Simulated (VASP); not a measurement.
# Cr in VASP: a series of runs

Cr is run at these levels: PBE; tasks: single point.

Everything below comes from runs of VASP 6.6.1. Logs are shortened: lines on timing, memory, paths and dates and some standing lists are left out, and cuts for length are marked.

**1. The cell of the first run**

The cell holds a slab with vacuum, 3 atoms: a = 2.849 Å, b = 2.849 Å, c = 13.934 Å, α = 90.00°, β = 90.00°, γ = 90.00°.

**2. Single point, PBE, collinear spin, ferromagnetic start**

File INCAR:

```
ALGO = Normal ; DIPOL = 0.5 0.5 0.500
EDIFF = 1E-6 ; ENCUT = 520
GGA = PE ; IDIPOL = 3
ISIF = 2 ; ISMEAR = -1
ISPIN = 2 ; LASPH = T
LCHARG = T ; LDIPOL = T
LELF = T ; LMAXMIX = 4
LORBIT = 11 ; LREAL = F
LVACPOTAV = T ; LVHAR = T
LWAVE = F ; MAGMOM = 2 2 2
NBANDS = 29 ; NELM = 150
PREC = Accurate ; SIGMA = 0.1
```

File KPOINTS:

```
k-points
0
Gamma
  14 14 1
```

File POSCAR:

```
Cr
1.0
    2.8486260734      0.0000000000      0.0000000000
    0.0000000000      2.8486260734      0.0000000000
    0.0000000000      0.0000000000     13.9344000000
Cr
3
Direct
    0.0000000000      0.0000000000      0.3947084100
    0.5000000000      0.5000000000      0.4999999979
    0.0000000000      0.0000000000      0.6052915900
```

Potentials or basis: VASP PAW PBE potentials, release 64 (Cr_pv).

Command:

```
$ cat potpaw_PBE.64/Cr_pv/POTCAR > POTCAR
$ mpirun -np 1 vasp_std > vasp.out
```

OUTCAR:

```text
EDIFF = 1E-6
   ENCUT = 520
   GGA = PE
   ISIF = 2
   ISMEAR = -1
   ISPIN = 2
   LASPH = T
   LORBIT = 11
   LREAL = F
   NELM = 150
   PREC = Accurate

 ion  position               nearest neighbor table
   1  0.000  0.000  0.395-   2 2.49   2 2.49   2 2.49   2 2.49   3 2.93
   2  0.500  0.500  0.500-   1 2.49   1 2.49   1 2.49   1 2.49   3 2.49   3 2.49   3 2.49   3 2.49

   3  0.000  0.000  0.605-   2 2.49   2 2.49   2 2.49   2 2.49   1 2.93

  LATTYP: Found a simple tetragonal cell.
 ALAT       =     2.8486260734
 C/A-ratio  =     4.8916213083

  Lattice vectors:

 A1 = (   2.8486260734,   0.0000000000,   0.0000000000)
 A2 = (   0.0000000000,   2.8486260734,   0.0000000000)
 A3 = (   0.0000000000,   0.0000000000,  13.9344000000)

Analysis of symmetry for initial positions (statically):
=====================================================================
 Subroutine PRICEL returns:
 Original cell was already a primitive cell.

 Routine SETGRP: Setting up the symmetry group for a
 simple tetragonal supercell.

 Subroutine GETGRP returns: Found 16 space group operations
 (whereof 16 operations were pure point group operations)
 out of a pool of 16 trial point group operations.

The static configuration has the point symmetry D_4h.

Analysis of symmetry for dynamics (positions and initial velocities):
=====================================================================
 Subroutine PRICEL returns:
 Original cell was already a primitive cell.

 Routine SETGRP: Setting up the symmetry group for a
 simple tetragonal supercell.

 Subroutine GETGRP returns: Found 16 space group operations
 (whereof 16 operations were pure point group operations)
 out of a pool of 16 trial point group operations.

The dynamic configuration has the point symmetry D_4h.

Analysis of structural, dynamic, and magnetic symmetry:
=====================================================================
 Subroutine PRICEL returns:
 Original cell was already a primitive cell.

 Routine SETGRP: Setting up the symmetry group for a
 simple tetragonal supercell.

 Subroutine GETGRP returns: Found 16 space group operations
 (whereof 16 operations were pure point group operations)
 out of a pool of 16 trial point group operations.

The overall configuration has the point symmetry D_4h.

 Subroutine INISYM returns: Found 16 space group operations
 (whereof 16 operations are pure point group operations),
 and found     1 'primitive' translations

----------------------------------------------------------------------------------------

                                     Primitive cell

  volume of cell :     113.0731

  direct lattice vectors                    reciprocal lattice vectors
     2.848626073  0.000000000  0.000000000     0.351046425  0.000000000  0.000000000
     0.000000000  2.848626073  0.000000000     0.000000000  0.351046425  0.000000000
     0.000000000  0.000000000 13.934400000     0.000000000  0.000000000  0.071764841

  length of vectors
     2.848626073  2.848626073 13.934400000     0.351046425  0.351046425  0.071764841

  position of ions in fractional coordinates (direct lattice)
     0.000000000  0.000000000  0.394708410
     0.500000000  0.500000000  0.499999998
     0.000000000  0.000000000  0.605291590

  ion indices of the primitive-cell ions
   primitive index   ion index
                 1           1
                 2           2
                 3           3

----------------------------------------------------------------------------------------

 KPOINTS: k-points

Automatic generation of k-mesh.
 Grid dimensions read from file:
 generate k-points for:   14   14    1

 Generating k-lattice:

  Cartesian coordinates                     Fractional coordinates (reciprocal lattice)
     0.025074745  0.000000000  0.000000000     0.071428571  0.000000000  0.000000000
     0.000000000  0.025074745  0.000000000     0.000000000  0.071428571  0.000000000
     0.000000000  0.000000000  0.071764841     0.000000000  0.000000000  1.000000000

  Length of vectors
     0.025074745  0.025074745  0.071764841

  Shift w.r.t. Gamma in fractional coordinates (k-lattice)
     0.000000000  0.000000000  0.000000000

 Subroutine IBZKPT returns following result:
 ===========================================

 Found     36 irreducible k-points:

 Following reciprocal coordinates:
            Coordinates               Weight
  0.000000  0.000000  0.000000      1.000000
  0.071429  0.000000  0.000000      4.000000
  0.142857  0.000000  0.000000      4.000000
  0.214286  0.000000  0.000000      4.000000
  0.285714  0.000000  0.000000      4.000000
  0.357143  0.000000  0.000000      4.000000
[... 16 lines left out ...]
  0.285714  0.214286  0.000000      8.000000
  0.357143  0.214286  0.000000      8.000000
 [... further k-points ...]
   k-points           NKPTS =     36   k-points in BZ     NKDIM =     36   number of bands    NBANDS=     29
   number of dos      NEDOS =    301   number of ions     NIONS =      3
   total plane-waves  NPLWV =  62208
   dimension x,y,z NGX =    24 NGY =   24 NGZ =  108
   dimension x,y,z NGXF=    48 NGYF=   48 NGZF=  216
   ions per type =               3
   NGX,Y,Z   is equivalent  to a cutoff of  14.01, 14.01, 12.89 a.u.
   NGXF,Y,Z  is equivalent  to a cutoff of  28.01, 28.01, 25.77 a.u.
 SYSTEM =  unknown system
   PREC   = accura    normal or accurate (medium, high low for compatibility)
   ISTART =      0    job   : 0-new  1-cont  2-samecut
   ICHARG =      2    charge: 1-file 2-atom 10-const
   ISPIN  =      2    spin polarized calculation?
   LNONCOLLINEAR =      F non collinear calculations
   LSORBIT =      F    spin-orbit coupling
   LASPH  =      T    aspherical Exc in radial PAW
   ENCUT  =  520.0 eV  38.22 Ry    6.18 a.u.   5.30  5.30 25.91*2*pi/ulx,y,z
   NELM   =    150;   NELMIN=  2; NELMDL= -5     # of ELM steps
   EDIFF  = 0.1E-05   stopping-criterion for ELM
   LREAL  =      F    real-space projection
   EDIFFG = 0.1E-04   stopping-criterion for IOM
   NSW    =      0    number of steps for IOM
   IBRION =     -1    ionic relax: 0-MD 1-quasi-New 2-CG
   NFREE  =      0    steps in history (QN), initial steepest desc. (CG)
   ISIF   =      2    stress and relaxation
   ISYM   =      2    0-nonsym 1-usesym 2-fastsym
   POTIM  = 0.5000    time-step for ionic-motion
   TEBEG  =    0.0;   TEEND  =   0.0 temperature during run
   PSTRESS=    0.0 pullay stress
   NELECT =      36.0000    total number of electrons
   NUPDOWN=      -1.0000    fix difference up-down
   EMIN   =  10.00;   EMAX   =-10.00  energy-range for DOS
   EFERMI =   0.00;   METHOD = LEGACY
   ISMEAR =    -1;   SIGMA  =   0.10  broadening in eV -4-tet -1-fermi 0-gaus
   EFERMI_NEDOS =   21; number of points for ismear=-14 and -15
   IALGO  =     38    algorithm
   IMIX   =      4    mixing-type and parameters
     AMIX     =   0.40;   BMIX     =  1.00
     AMIX_MAG =   1.60;   BMIX_MAG =  1.00
  volume/ion in A,a.u.               =      37.69       254.35
  Fermi-wavevector in a.u.,A,eV,Ry     =   1.117865  2.112458 17.002135  1.249622
  Thomas-Fermi vector in A             =   2.254491
   LORBIT       =     11    0 simple, 1 ext, 2 COOP (PROOUT), +10 PAW based schemes
   GGA     = PE    functional components
   LHFCALC =     F    Hartree Fock is set to
   AEXX    =    0.0000 exact exchange contribution
   IVDW    =     0    specifies the selected vdW correction
   LEPSILON=     F    determine dielectric tensor
   LRPA    =     F    only Hartree local field effects (RPA)
 spin polarized calculation
  energy-cutoff  :      520.00
  volume of cell :      113.07
 maximum number of plane-waves:      3080
 NGX is ok and might be reduce to    24
   NGX = 11   NGY = 11   NGZ = 51

 number of electron      35.9999984 magnetization       4.4765646

 dipolmoment           0.000000      0.000000      0.000000 electrons x Angstroem

 Free energy of the ion-electron system (eV)
  ---------------------------------------------------
  ext. energy  EPLUGINS =         0.00000000
  ---------------------------------------------------
  free energy    TOTEN  =       -25.44045780 eV

  energy without entropy =      -25.33773344  energy(sigma->0) =      -25.38909562

 E-fermi :   0.9611     XC(G=0):  -5.8096

 val. band max:        0.9605856773   @ k =   0.5000   0.5000   0.0000
 cond. band min:       0.9629762071   @ k =   0.0000   0.0000   0.0000
 fundamental gap:      0.0023905299
 Fermi energy:         0.9611002902

 spin component 1

 k-point     1 :       0.0000    0.0000    0.0000
  band No.  band energies     occupation
      1     -42.9999      1.00000
      2     -42.9585      1.00000
      3     -42.7738      1.00000
      4     -42.7738      1.00000
      5     -42.7512      1.00000
      6     -42.7512      1.00000
[... 21 lines left out ...]
     28       4.1993      0.00000
     29       4.4691      0.00000

 k-point     2 :       0.0714    0.0000    0.0000
  band No.  band energies     occupation
      1     -43.0010      1.00000
      2     -42.9571      1.00000
      3     -42.7807      1.00000
      4     -42.7723      1.00000
      5     -42.7610      1.00000
      6     -42.7505      1.00000
[... 21 lines left out ...]
     28       4.3376      0.00000
     29       4.5578      0.00000

 k-point     3 :       0.1429    0.0000    0.0000
  band No.  band energies     occupation
      1     -43.0042      1.00000
      2     -42.9529      1.00000
      3     -42.8003      1.00000
      4     -42.7881      1.00000
      5     -42.7680      1.00000
      6     -42.7486      1.00000
[... 638 lines left out ...]
      5     -42.8196      1.00000
      6     -42.8078      1.00000
[... 21 lines left out ...]
     28       6.5825      0.00000
     29       6.8148      0.00000

 k-point    24 :       0.3571    0.2143    0.0000
  band No.  band energies     occupation
      1     -43.0037      1.00000
      2     -42.9255      1.00000
      3     -42.8944      1.00000
      4     -42.8916      1.00000
      5     -42.8190      1.00000
      6     -42.8032      1.00000
[... 21 lines left out ...]
     28       6.4352      0.00000
     29       7.0350      0.00000

 [... further k-points ...]

 spin component 2

 k-point     1 :       0.0000    0.0000    0.0000
  band No.  band energies     occupation
      1     -42.6769      1.00000
      2     -42.6556      1.00000
      3     -42.6556      1.00000
      4     -39.9662      1.00000
      5     -39.8999      1.00000
      6     -39.8999      1.00000
[... 21 lines left out ...]
     28       4.9444      0.00000
     29       5.3662      0.00000

 k-point     2 :       0.0714    0.0000    0.0000
  band No.  band energies     occupation
      1     -42.6768      1.00000
      2     -42.6647      1.00000
      3     -42.6542      1.00000
      4     -39.9640      1.00000
      5     -39.9077      1.00000
      6     -39.8991      1.00000
[... 21 lines left out ...]
     28       5.0496      0.00000
     29       5.4462      0.00000

 k-point     3 :       0.1429    0.0000    0.0000
  band No.  band energies     occupation
      1     -42.6900      1.00000
      2     -42.6767      1.00000
      3     -42.6504      1.00000
      4     -39.9594      1.00000
      5     -39.9277      1.00000
      6     -39.9212      1.00000
[... 638 lines left out ...]
      5     -39.9872      1.00000
      6     -39.9500      1.00000
[... 21 lines left out ...]
     28       7.3030      0.00000
     29       7.3044      0.00000

 k-point    24 :       0.3571    0.2143    0.0000
  band No.  band energies     occupation
      1     -42.7941      1.00000
      2     -42.7070      1.00000
      3     -42.6622      1.00000
      4     -40.0287      1.00000
      5     -40.0154      1.00000
      6     -39.9504      1.00000
[... 21 lines left out ...]
     28       7.2937      0.00000
     29       7.4129      0.00000

 [... further k-points ...]
[... 5 lines left out ...]
  --------------------------------------------------------------------------------------
  -------------------------------------------------------------------------------------
  Total        0.3441087      0.3441087      0.0636914      0.0000000      0.0000000      0.0000000
  in kB        4.8758138      4.8758138      0.9024692      0.0000000      0.0000000      0.0000000
  external PRESSURE =       3.5513656 kB  Pullay stress =       0.0000000 kB

 VOLUME and BASIS-vectors are now :
 -----------------------------------------------------------------------------
  energy-cutoff  :      520.00
  volume of cell :      113.07
      direct lattice vectors                 reciprocal lattice vectors
     2.848626073  0.000000000  0.000000000     0.351046425  0.000000000  0.000000000
     0.000000000  2.848626073  0.000000000     0.000000000  0.351046425  0.000000000
     0.000000000  0.000000000 13.934400000     0.000000000  0.000000000  0.071764841

 POSITION                                       TOTAL-FORCE (eV/Angst)
 -----------------------------------------------------------------------------------
      0.00000      0.00000      5.50002        -0.000000      0.000000     -0.027472
      1.42431      1.42431      6.96720         0.000000      0.000000      0.000000
      0.00000      0.00000      8.43438         0.000000     -0.000000      0.027472
 -----------------------------------------------------------------------------------
    total drift:                                0.000000     -0.000000      0.000050

  FREE ENERGIE OF THE ION-ELECTRON SYSTEM (eV)
  ---------------------------------------------------
  free  energy   TOTEN  =       -25.4404577967 eV

  energy  without entropy=      -25.3377334432  energy(sigma->0) =      -25.38909562

 vacuum level on the upper side and lower side of the slab         4.789         4.789

 total charge

# of ion       s       p       d       tot
------------------------------------------
    1        0.385   6.204   4.151  10.740
    2        0.429   6.361   4.216  11.006
    3        0.385   6.204   4.151  10.740
--------------------------------------------------
tot          1.199  18.769  12.518  32.486

 magnetization (x)

# of ion       s       p       d       tot
------------------------------------------
    1        0.043   0.026   2.858   2.927
    2       -0.030  -0.034  -1.911  -1.975
    3        0.043   0.026   2.858   2.927
--------------------------------------------------
tot          0.056   0.017   3.805   3.878
```

Run time: 4.7 min. Hardware: 1 thread of Intel Xeon Platinum 8488C (Sapphire Rapids), shared host; peak memory 0.37 GiB.

Results:

```yaml
Free_energy: -25.4405 eV
Largest_force: 0.027 eV/Å
Net_moment: 4.48 μB per cell
Site_moments: Cr +2.93, -1.98 μB
Valence_electrons_inside_the_program's_atomic_spheres: Cr 10.74, 11.01
```

Forces on the atoms (eV/Å):
```
Cr   0.000  0.000 -0.027
Cr   0.000  0.000  0.000
Cr   0.000  0.000  0.027
```

Levels at points of the mesh, in eV from the Fermi level:
Spin up:
```tsv
k point	band 18	band 19	band 20	band 21	band 22	band 23	band 24	band 25
(0.00, 0.00, 0.00)	-0.79	-0.69	-0.69	-0.33	0.12	0.52	1.98	1.98
(0.50, 0.00, 0.00)	-0.76	-0.24	-0.19	0.74	0.76	0.93	1.90	2.33
(0.50, 0.50, 0.00)	0.57	0.57	0.72	0.82	0.85	2.38	2.71	2.77
```
Spin down:
| k point | band 14 | band 15 | band 16 | band 17 | band 18 | band 19 |
| --- | --- | --- | --- | --- | --- | --- |
| (0.00, 0.00, 0.00) | -0.72 | -0.72 | -0.30 | 0.00 | 0.73 | 0.97 |
| (0.50, 0.00, 0.00) | -1.42 | -1.12 | 0.38 | 0.70 | 1.05 | 1.42 |
| (0.50, 0.50, 0.00) | -0.84 | -0.43 | -0.43 | 1.01 | 1.46 | 2.15 |

**3. Single point, PBE, collinear spin, ferromagnetic start**

File INCAR:

```
SYSTEM = Cr
  ALGO = Normal
  DIPOL = 0.5 0.5 0.500
  EDIFF = 1E-7
  ENCUT = 520
  GGA = PE
  IDIPOL = 3
  ISIF = 2
  ISMEAR = -1
  ISPIN = 2
  LASPH = .True.
  LCHARG = .True.
  LDIPOL = .True.
  LELF = .True.
  LMAXMIX = 4
  LORBIT = 11
  LREAL = .False.
  LVACPOTAV = .True.
  LVHAR = .True.
  LWAVE = .False.
  MAGMOM = 2 2 2
  NBANDS = 29
  NELM = 150
  PREC = Accurate
  SIGMA = 0.1
```

File KPOINTS:

```
k-points
0
Gamma
  14 14 1
  0 0 0
```

POSCAR is that of step 2.

Potentials or basis: VASP PAW PBE potentials, release 64 (Cr_pv).

Command:

```
$ cat potpaw_PBE.64/Cr_pv/POTCAR > POTCAR
$ mpirun -np 1 vasp_std > vasp.out
```

Wall time 4.6 min (1 thread of Intel Xeon Platinum 8488C (Sapphire Rapids), shared host); peak memory 0.37 GiB.

It converged, with:

| Quantity | Value |
| --- | --- |
| Free energy | -25.4405 eV |
| Largest force | 0.027 eV/Å |
| Net moment | 4.48 μB per cell |
| Site moments | Cr +2.93, -1.98 μB |
| Valence electrons inside the program's atomic spheres | Cr 10.74, 11.01 |

Forces in eV/Å, atoms in the order of the input:
```
Cr   0.000  0.000 -0.027
Cr   0.000  0.000  0.000
Cr   0.000  0.000  0.027
```

Levels at points of the mesh, in eV from the Fermi level:
Spin up:
| k point | band 17 | band 18 | band 19 | band 20 | band 21 | band 22 | band 23 | band 24 | band 25 | band 26 |
| --- | --- | --- | --- | --- | --- | --- | --- | --- | --- | --- |
| (0.00, 0.00, 0.00) | -0.79 | -0.79 | -0.69 | -0.69 | -0.33 | 0.12 | 0.52 | 1.98 | 1.98 | 2.25 |
| (0.50, 0.00, 0.00) | -1.28 | -0.76 | -0.24 | -0.19 | 0.74 | 0.76 | 0.93 | 1.90 | 2.33 | 2.71 |
| (0.50, 0.50, 0.00) | 0.00 | 0.57 | 0.57 | 0.72 | 0.82 | 0.85 | 2.38 | 2.71 | 2.77 | 2.77 |
Spin down:
```
           k point  band 12  band 13  band 14  band 15  band 16  band 17  band 18  band 19  band 20  band 21
(0.00, 0.00, 0.00)    -3.22    -3.20    -0.72    -0.72    -0.30     0.00     0.73     0.97     1.20     1.96
(0.50, 0.00, 0.00)    -2.19    -1.54    -1.42    -1.12     0.38     0.70     1.05     1.42     1.63     1.71
(0.50, 0.50, 0.00)    -2.34    -2.34    -0.84    -0.43    -0.43     1.01     1.46     2.15     2.15     2.44
```
